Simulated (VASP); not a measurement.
## PbS: single point with r2SCAN

Crystal: PbS.

```
Pb S
1.0
     0.00000    2.86774    2.86774
     2.86774    0.00000    2.86774
     2.86774    2.86774    0.00000
Pb S
1 1
Direct
  0.00000 0.00000 0.00000
  0.50000 0.50000 0.50000
```

This cell differs from its parent crystal: strain -4.0%.

| Quantity | Value |
| --- | --- |
| Program | VASP 6.6.1 |
| Task | single point |
| Functional | r2SCAN |
| Potentials or basis | VASP PAW PBE potentials, release 64 (Pb_d, S) |
| Cutoff | 520 eV |
| k mesh | 8 × 8 × 8 |
| Occupations | fermi-dirac, width 0.02 eV |
| Spin | no spin polarisation |
| Dipole correction | no |
| Further INCAR settings | ALGO = Normal; EDIFF = 1e-06; NBANDS = 17 |

```json
{
  "Pressure": "9.2 GPa",
  "Band gap on the k mesh": "0.17 eV, direct"
}
```

Levels at points of the mesh, in eV from the valence-band top:
```
           k point  band 6  band 7  band 8  band 9  band 10  band 11  band 12  band 13  band 14  band 15
(0.00, 0.00, 0.00)  -15.41   -6.06   -3.08   -3.08    -3.08     5.69     5.69     5.69     6.67     6.67
(0.50, 0.00, 0.00)  -13.89   -9.99   -2.57   -2.57     0.00     0.17     1.73     1.73     9.14    10.23
(0.50, 0.50, 0.00)  -13.19   -7.73   -6.52   -4.53    -4.53     3.50     6.21     6.33     6.33    11.58
```

Wall time 2.1 min on 1 thread of Intel Xeon 8259CL, on a shared host, peak memory 0.18 GiB.

Caveat: the cell differs from its parent crystal (strain -4.0%); the PAW data sets were made with another functional, which shifts forces and pressure a little; spin-orbit coupling is left out, which moves the levels of the heavy elements. A k mesh can miss the band edges.
